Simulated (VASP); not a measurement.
# Tl12F (a cell with a defect) in VASP: a series of runs

Tl12F (a cell with a defect) is run at these levels: PBE; tasks: single point.

Everything below comes from runs of VASP 6.6.1. Logs are shortened: lines on timing, memory, paths and dates and some standing lists are left out, and cuts for length are marked.

**1. The cell of the first run**

The cell holds a defect, 13 atoms: a = 6.920 Å, b = 10.380 Å, c = 5.533 Å, α = 90.00°, β = 90.00°, γ = 120.00°.

**2. Single point, PBE**

Input file INCAR:

```
PREC = Accurate
ENCUT = 520
EDIFF = 1E-7
ISMEAR = -1
SIGMA = 0.05
LREAL = F
LASPH = T
NELM = 100
ALGO = Normal
ISIF = 2
LWAVE = F
LCHARG = T
GGA = PE
LELF = T
LVHAR = T
NBANDS = 94
```

Input file KPOINTS:

```
Automatic mesh
0
Gamma
  2 2 3
```

Input file POSCAR:

```
Tl12F
1.0
    6.9200000000      0.0000000000      0.0000000000
   -5.1900000000      8.9893440000      0.0000000000
    0.0000000000      0.0000000000      5.5325400000
Tl F
12 1
Direct
    0.0340976290      0.0034596518     -0.0700040126
    0.1038783298      0.2352674455      0.4782974908
   -0.0463950949      0.3985830334     -0.0522002552
    0.1703294318      0.5546010921      0.4318088979
   -0.0235654168      0.7162480377      0.1637222686
    0.3017150285      0.9311691710      0.5965252850
    0.5335099765     -0.0659558695      0.1049789066
    0.6211409767      0.2382265046      0.4130290969
    0.4518095538      0.2822007924     -0.0514411102
    0.6727754172      0.5674385139      0.5130735611
    0.4931475625      0.6010560949     -0.0358063385
    0.6829912282      0.8652021772      0.5222736754
    0.8830632637      0.1827163361      0.0855664848
```

Potentials or basis: VASP PAW PBE potentials, release 64 (Tl_d, F).

Command:

```sh
> cat potpaw_PBE.64/Tl_d/POTCAR potpaw_PBE.64/F/POTCAR > POTCAR
> mpirun -np 1 vasp_std > vasp.out
```

OUTCAR:

```text
PREC = Accurate
   ENCUT = 520
   EDIFF = 1E-7
   ISMEAR = -1
   LREAL = F
   LASPH = T
   NELM = 100
   ISIF = 2
   GGA = PE

 ion  position               nearest neighbor table
   1  0.034  0.003  0.930-  13 2.69   9 2.89   6 2.96   5 3.09  12 3.09   7 3.31   2 3.33   2 3.75
                            12 3.90  11 3.98   7 3.99
   2  0.104  0.235  0.478-  13 2.55   4 3.12   1 3.33   8 3.38   9 3.41  12 3.48   3 3.53   8 3.58
                             9 3.67  10 3.72   1 3.75   3 3.79   6 4.07
   3  0.954  0.399  0.948-  13 2.18   9 3.05   4 3.10  11 3.24   4 3.25   8 3.30   5 3.44   2 3.53
                             8 3.60   2 3.79  10 4.00
   4  0.170  0.555  0.432-   5 3.01   3 3.10   2 3.12   3 3.25  11 3.29  12 3.43  10 3.44  10 3.54
                             8 3.57  11 3.58   6 3.66   7 3.90
   5  0.976  0.716  0.164-  10 2.70   4 3.01   1 3.09  11 3.14   6 3.28   7 3.37   3 3.44  12 3.69
                             6 3.86  10 4.06
   6  0.302  0.931  0.597-   1 2.96   8 3.00  12 3.07   7 3.15   7 3.23   5 3.28   4 3.66   9 3.79
                             5 3.86  12 4.00   2 4.07  10 4.12
   7  0.534  0.934  0.105-  13 2.51  12 2.77   6 3.15   6 3.23   1 3.31   8 3.37   5 3.37  11 3.42
                            12 3.57   4 3.90   1 3.99   9 4.02
   8  0.621  0.238  0.413-  13 2.82   9 2.95   6 3.00   3 3.30  10 3.30   9 3.30   7 3.37   2 3.38
                             4 3.57   2 3.58   3 3.60
   9  0.452  0.282  0.949-   1 2.89   8 2.95   3 3.05  11 3.18   8 3.30   2 3.41  10 3.52   2 3.67
                             6 3.79   7 4.02  10 4.04
  10  0.673  0.567  0.513-   5 2.70  11 2.89  12 3.06   8 3.30  11 3.36   4 3.44   9 3.52   4 3.54
                             2 3.72   3 4.00   9 4.04   5 4.06   6 4.12
  11  0.493  0.601  0.964-  10 2.89   5 3.14   9 3.18   3 3.24   4 3.29  10 3.36  12 3.41   7 3.42
                             4 3.58  12 3.90   1 3.98
  12  0.683  0.865  0.522-   7 2.77  10 3.06   6 3.07   1 3.09  11 3.41   4 3.43   2 3.48   7 3.57
                             5 3.69  11 3.90   1 3.90   6 4.00
  13  0.883  0.183  0.086-   3 2.18   7 2.51   2 2.55   1 2.69   8 2.82

  LATTYP: Found a simple monoclinic cell.
 ALAT       =     6.9200000000
 B/A-ratio  =     0.7995000000
 C/A-ratio  =     1.3228756993
 COS(beta)  =    -0.1889822302

  Lattice vectors:

 A1 = (   6.9200000000,   0.0000000000,   0.0000000000)
 A2 = (   0.0000000000,   0.0000000000,   5.5325400000)
 A3 = (  -1.7300000000,  -8.9893440000,   0.0000000000)

Analysis of symmetry for initial positions (statically):
=====================================================================
 Subroutine PRICEL returns:
 Original cell was already a primitive cell.

 Routine SETGRP: Setting up the symmetry group for a
 simple monoclinic supercell.

 Subroutine GETGRP returns: Found  1 space group operations
 (whereof  1 operations were pure point group operations)
 out of a pool of  4 trial point group operations.

The static configuration has the point symmetry C_1 .

Analysis of symmetry for dynamics (positions and initial velocities):
=====================================================================
 Subroutine PRICEL returns:
 Original cell was already a primitive cell.

 Routine SETGRP: Setting up the symmetry group for a
 simple monoclinic supercell.

 Subroutine GETGRP returns: Found  1 space group operations
 (whereof  1 operations were pure point group operations)
 out of a pool of  4 trial point group operations.

The dynamic configuration has the point symmetry C_1 .

 Subroutine INISYM returns: Found  1 space group operations
 (whereof  1 operations are pure point group operations),
 and found     1 'primitive' translations

----------------------------------------------------------------------------------------

                                     Primitive cell

  volume of cell :     344.1586

  direct lattice vectors                    reciprocal lattice vectors
     6.920000000  0.000000000  0.000000000     0.144508671  0.083432117  0.000000000
    -5.190000000  8.989344000  0.000000000     0.000000000  0.111242823  0.000000000
     0.000000000  0.000000000  5.532540000     0.000000000  0.000000000  0.180748806

  length of vectors
     6.920000000 10.380000267  5.532540000     0.166864238  0.111242823  0.180748806

  position of ions in fractional coordinates (direct lattice)
     0.034097629  0.003459652  0.929995987
     0.103878330  0.235267445  0.478297491
     0.953604905  0.398583033  0.947799745
     0.170329432  0.554601092  0.431808898
     0.976434583  0.716248038  0.163722269
     0.301715028  0.931169171  0.596525285
     0.533509976  0.934044130  0.104978907
     0.621140977  0.238226505  0.413029097
     0.451809554  0.282200792  0.948558890
     0.672775417  0.567438514  0.513073561
     0.493147562  0.601056095  0.964193661
     0.682991228  0.865202177  0.522273675
     0.883063264  0.182716336  0.085566485

  ion indices of the primitive-cell ions
   primitive index   ion index
                 1           1
                 2           2
                 3           3
                 4           4
                 5           5
                 6           6
                 7           7
                 8           8
                 9           9
                10          10
                11          11
                12          12
                13          13

----------------------------------------------------------------------------------------

 KPOINTS: Automatic mesh

Automatic generation of k-mesh.
 Grid dimensions read from file:
 generate k-points for:    2    2    3

 Generating k-lattice:

  Cartesian coordinates                     Fractional coordinates (reciprocal lattice)
     0.072254335  0.041716058  0.000000000     0.500000000  0.000000000  0.000000000
     0.000000000  0.055621411  0.000000000     0.000000000  0.500000000  0.000000000
     0.000000000  0.000000000  0.060249602     0.000000000  0.000000000  0.333333333

  Length of vectors
     0.083432119  0.055621411  0.060249602

  Shift w.r.t. Gamma in fractional coordinates (k-lattice)
     0.000000000  0.000000000  0.000000000

 Subroutine IBZKPT returns following result:
 ===========================================

 Found      8 irreducible k-points:

 Following reciprocal coordinates:
            Coordinates               Weight
  0.000000  0.000000  0.000000      1.000000
  0.500000 -0.000000  0.000000      1.000000
  0.000000  0.500000  0.000000      1.000000
  0.500000  0.500000  0.000000      1.000000
  0.000000  0.000000  0.333333      2.000000
  0.500000 -0.000000  0.333333      2.000000
  0.000000  0.500000  0.333333      2.000000
  0.500000  0.500000  0.333333      2.000000
   k-points           NKPTS =      8   k-points in BZ     NKDIM =      8   number of bands    NBANDS=     94
   number of dos      NEDOS =    301   number of ions     NIONS =     13
   total plane-waves  NPLWV = 181440
   dimension x,y,z NGX =    54 NGY =   80 NGZ =   42
   dimension x,y,z NGXF=   108 NGYF=  160 NGZF=   84
   ions per type =              12   1
   NGX,Y,Z   is equivalent  to a cutoff of  12.97, 12.81, 12.62 a.u.
   NGXF,Y,Z  is equivalent  to a cutoff of  25.95, 25.63, 25.24 a.u.
 SYSTEM =  unknown system
   PREC   = accura    normal or accurate (medium, high low for compatibility)
   ISTART =      0    job   : 0-new  1-cont  2-samecut
   ICHARG =      2    charge: 1-file 2-atom 10-const
   ISPIN  =      1    spin polarized calculation?
   LNONCOLLINEAR =      F non collinear calculations
   LSORBIT =      F    spin-orbit coupling
   LASPH  =      T    aspherical Exc in radial PAW
   ENCUT  =  520.0 eV  38.22 Ry    6.18 a.u.  12.87 19.30 10.29*2*pi/ulx,y,z
   NELM   =    100;   NELMIN=  2; NELMDL= -5     # of ELM steps
   EDIFF  = 0.1E-06   stopping-criterion for ELM
   LREAL  =      F    real-space projection
   EDIFFG = 0.1E-05   stopping-criterion for IOM
   NSW    =      0    number of steps for IOM
   IBRION =     -1    ionic relax: 0-MD 1-quasi-New 2-CG
   NFREE  =      0    steps in history (QN), initial steepest desc. (CG)
   ISIF   =      2    stress and relaxation
   ISYM   =      2    0-nonsym 1-usesym 2-fastsym
   POTIM  = 0.5000    time-step for ionic-motion
   TEBEG  =    0.0;   TEEND  =   0.0 temperature during run
   PSTRESS=    0.0 pullay stress
   NELECT =     163.0000    total number of electrons
   NUPDOWN=      -1.0000    fix difference up-down
   EMIN   =  10.00;   EMAX   =-10.00  energy-range for DOS
   EFERMI =   0.00;   METHOD = LEGACY
   ISMEAR =    -1;   SIGMA  =   0.05  broadening in eV -4-tet -1-fermi 0-gaus
   EFERMI_NEDOS =   21; number of points for ismear=-14 and -15
   IALGO  =     38    algorithm
   IMIX   =      4    mixing-type and parameters
     AMIX     =   0.40;   BMIX     =  1.00
     AMIX_MAG =   1.60;   BMIX_MAG =  1.00
  volume/ion in A,a.u.               =      26.47       178.65
  Fermi-wavevector in a.u.,A,eV,Ry     =   1.276099  2.411478 22.156128  1.628429
  Thomas-Fermi vector in A             =   2.408774
   LORBIT       =      0    0 simple, 1 ext, 2 COOP (PROOUT), +10 PAW based schemes
   GGA     = PE    functional components
   LHFCALC =     F    Hartree Fock is set to
   AEXX    =    0.0000 exact exchange contribution
   IVDW    =     0    specifies the selected vdW correction
   LEPSILON=     F    determine dielectric tensor
   LRPA    =     F    only Hartree local field effects (RPA)
 non-spin polarized calculation
  energy-cutoff  :      520.00
  volume of cell :      344.16
 maximum number of plane-waves:      9300
 NGX is ok and might be reduce to    54
   NGX = 25   NGY = 39   NGZ = 21

 number of electron     163.0000005 magnetization

 Free energy of the ion-electron system (eV)
  ---------------------------------------------------
  ext. energy  EPLUGINS =         0.00000000
  ---------------------------------------------------
  free energy    TOTEN  =       -27.99358800 eV

  energy without entropy =      -27.95393981  energy(sigma->0) =      -27.97376390

 E-fermi :   6.9144     XC(G=0): -10.2210

 val. band max:        6.8341592334   @ k =   0.0000   0.0000   0.0000
 cond. band min:       6.9824303939   @ k =   0.5000   0.5000   0.3333
 fundamental gap:      0.1482711605
 Fermi energy:         6.9144036949

 k-point     1 :       0.0000    0.0000    0.0000
  band No.  band energies     occupation
      1     -17.3375      2.00000
      2      -5.8546      2.00000
      3      -5.6412      2.00000
      4      -5.5863      2.00000
      5      -5.5303      2.00000
      6      -5.4653      2.00000
[... 85 lines left out ...]
     92       9.8786      0.00000
     93      10.1444      0.00000

 k-point     2 :       0.5000   -0.0000    0.0000
  band No.  band energies     occupation
      1     -17.3375      2.00000
      2      -5.8619      2.00000
      3      -5.6587      2.00000
      4      -5.5582      2.00000
      5      -5.4895      2.00000
      6      -5.4662      2.00000
[... 565 lines left out ...]
     92      10.8663      0.00000
     93      11.1238      0.00000

 k-point     8 :       0.5000    0.5000    0.3333
  band No.  band energies     occupation
      1     -17.3368      2.00000
      2      -5.8684      2.00000
      3      -5.7003      2.00000
      4      -5.5467      2.00000
      5      -5.5168      2.00000
      6      -5.4637      2.00000
[... 85 lines left out ...]
     92       9.8612      0.00000
     93       9.9645      0.00000
 [bands above 93 left out]

------------------------ aborting loop because EDIFF is reached ----------------------------------------

  FORCE on cell =-STRESS in cart. coord.  units (eV):
  Direction    XX          YY          ZZ          XY          YZ          ZX
  --------------------------------------------------------------------------------------
  -------------------------------------------------------------------------------------
  Total       18.6128601     18.7032830     20.5713326      0.1207749     -4.4076316     -0.1284458
  in kB       86.6492958     87.0702458     95.7666621      0.5622489    -20.5190481     -0.5979595
  external PRESSURE =      89.8287346 kB  Pullay stress =       0.0000000 kB

 VOLUME and BASIS-vectors are now :
 -----------------------------------------------------------------------------
  energy-cutoff  :      520.00
  volume of cell :      344.16
      direct lattice vectors                 reciprocal lattice vectors
     6.920000000  0.000000000  0.000000000     0.144508671  0.083432117  0.000000000
    -5.190000000  8.989344000  0.000000000     0.000000000  0.111242823  0.000000000
     0.000000000  0.000000000  5.532540000     0.000000000  0.000000000  0.180748806

 POSITION                                       TOTAL-FORCE (eV/Angst)
 -----------------------------------------------------------------------------------
      0.21800      0.03110      5.14524        -0.359117     -0.419424      0.490332
     -0.50220      2.11490      2.64620         0.542449     -0.088011      0.121276
      4.53030      3.58300      5.24374        -0.412756      1.511172     -1.056856
     -1.69970      4.98550      2.38900         0.308122      0.196493      0.541433
      3.03960      6.43860      0.90580         0.715387      1.038247     -1.483754
     -2.74490      8.37060      3.30030        -0.366098     -0.555961      0.170657
     -1.15580      8.39644      0.58080        -0.746112     -0.209534     -1.504686
      3.06190      2.14150      2.28510        -0.031706      0.497290      0.747360
      1.66190      2.53680      5.24794        -0.146931      0.543837     -0.273478
      1.71060      5.10090      2.83860        -0.279616     -1.387822      0.716673
      0.29310      5.40310      5.33444        -0.686775      0.077818      0.538633
      0.23590      7.77760      2.88950         0.903236     -0.026007      0.830321
      5.16250      1.64250      0.47340         0.559919     -1.178099      0.162089
 -----------------------------------------------------------------------------------
    total drift:                                0.000563      0.000267      0.000613

  FREE ENERGIE OF THE ION-ELECTRON SYSTEM (eV)
  ---------------------------------------------------
  free  energy   TOTEN  =       -27.9935879988 eV

  energy  without entropy=      -27.9539398097  energy(sigma->0) =      -27.97376390
```

Wall time 14 min (1 thread of Intel Xeon 8259CL, shared host); peak memory 0.54 GiB.

Results:

* Free energy: -27.9936 eV
* Pressure: 9.0 GPa
* Largest force: 1.947 eV/Å
* Band gap on the k mesh: zero (an odd number of electrons rules out a gap without spin polarisation)

Forces on the atoms (eV/Å):
```
Tl  -0.359 -0.419  0.490
Tl   0.542 -0.088  0.121
Tl  -0.413  1.511 -1.057
Tl   0.308  0.196  0.541
Tl   0.715  1.038 -1.484
Tl  -0.366 -0.556  0.171
Tl  -0.746 -0.210 -1.505
Tl  -0.032  0.497  0.747
Tl  -0.147  0.544 -0.273
Tl  -0.280 -1.388  0.717
Tl  -0.687  0.078  0.539
Tl   0.903 -0.026  0.830
F    0.560 -1.178  0.162
```

Levels at points of the mesh, in eV from the Fermi level:
| k point | band 80 | band 81 | band 82 | band 83 | band 84 | band 85 |
| --- | --- | --- | --- | --- | --- | --- |
| (0.00, 0.00, 0.00) | -0.69 | -0.65 | -0.42 | -0.08 | 0.21 | 0.31 |
| (0.50, 0.00, 0.00) | -1.29 | -1.04 | -0.32 | 0.08 | 0.62 | 0.92 |
| (0.00, 0.50, 0.00) | -0.67 | -0.55 | -0.12 | 0.14 | 0.49 | 0.72 |
| (0.50, 0.50, 0.00) | -0.91 | -0.56 | -0.36 | 0.24 | 0.34 | 0.57 |

Caveat: the k points lie up to 0.46 Å⁻¹ apart, too coarse for converged energies and pressures of a metal; spin-orbit coupling is left out, which moves the levels of the heavy elements; an odd number of electrons without spin polarisation forces a metal; a magnetic or distorted state may lie lower.

**3. Single point, PBE**

Input file INCAR:

```
PREC     = Accurate       # precision mode
ENCUT    = 520            # plane-wave cutoff, eV
EDIFF    = 1E-6           # SCF threshold, eV
ISMEAR   = -1             # smearing method
SIGMA    = 0.05           # smearing width, eV
LREAL    = False          # projectors in reciprocal space
LASPH    = True           # aspherical terms in the spheres
NELM     = 60             # most SCF steps
ALGO     = Normal         # electronic algorithm
ISIF     = 2              # what is computed and relaxed
LWAVE    = False          # write WAVECAR
LCHARG   = False          # write CHGCAR
GGA      = PE             # functional
NBANDS   = 94             # bands
```

KPOINTS is that of step 2.

Input file POSCAR:

```
Tl12F
1.0
    6.9200000000      0.0000000000      0.0000000000
   -5.1900000000      8.9893440000      0.0000000000
    0.0000000000      0.0000000000      5.5325400000
Tl F
12 1
Direct
    0.0227636868     -0.0075867605     -0.0334566040
    0.1092282431      0.2418418964      0.4393461231
   -0.0688571112      0.4620248152     -0.0920915167
    0.2389270524      0.5945038926      0.4304713567
   -0.0229517254      0.7474516494      0.1676806675
    0.3224754474      0.9283102304      0.6464300303
    0.5457238857     -0.0897284607      0.1034967664
    0.5856367154      0.2389607073      0.3748187993
    0.4354503900      0.2737797107     -0.1134379507
    0.6120412924      0.5235309718      0.5402762565
    0.4437473342      0.5520870043      0.0089470659
    0.7695748650      0.8614755426      0.5490064238
    0.9011140990      0.1917937505      0.0074649257
```

Potentials or basis: VASP PAW PBE potentials, release 64 (Tl_d, F).

Command:

```sh
> cat potpaw_PBE.64/Tl_d/POTCAR potpaw_PBE.64/F/POTCAR > POTCAR
> mpirun -np 1 vasp_std > vasp.out
```

Wall time 12 min (1 thread of Intel Xeon 8259CL, shared host); peak memory 0.52 GiB.

The run converged. Its results:

```
Free energy            : -27.7317 eV
Pressure               : 8.7 GPa
Largest force          : 2.296 eV/Å
Band gap on the k mesh : zero (an odd number of electrons rules out a gap without spin polarisation)
```

Forces on the atoms (eV/Å):
```
Tl  -0.582  2.201  0.299
Tl  -0.845 -0.413 -0.168
Tl   0.705 -0.218  0.010
Tl  -1.084  0.137  0.682
Tl   1.176 -1.678  0.886
Tl   0.336 -0.339 -0.677
Tl  -0.423  0.260  0.219
Tl   0.966 -0.422 -0.040
Tl   0.098 -0.994  0.390
Tl   0.560  0.930 -0.849
Tl  -0.243  0.479 -0.108
Tl  -0.623 -0.061 -0.542
F   -0.041  0.119 -0.103
```

Stress tensor (GPa, compression positive):
```
 8.73 -0.79  0.23
-0.79  8.85 -0.82
 0.23 -0.82  8.44
```

Levels at points of the mesh, in eV from the Fermi level:
```tsv
k point	band 79	band 80	band 81	band 82	band 83	band 84	band 85	band 86
(0.00, 0.00, 0.00)	-0.84	-0.76	-0.65	-0.39	-0.26	0.40	0.58	0.95
(0.50, 0.00, 0.00)	-1.22	-1.02	-0.73	-0.34	-0.09	0.62	0.92	1.16
(0.00, 0.50, 0.00)	-0.84	-0.25	-0.14	-0.04	0.04	0.37	1.08	1.28
(0.50, 0.50, 0.00)	-1.06	-0.69	-0.60	-0.18	0.28	0.46	0.59	0.76
```

Caveat: the k points lie up to 0.46 Å⁻¹ apart, too coarse for converged energies and pressures of a metal; spin-orbit coupling is left out, which moves the levels of the heavy elements; an odd number of electrons without spin polarisation forces a metal; a magnetic or distorted state may lie lower.

The gap in the log of VASP goes by the Fermi energy; the results here count the filled bands.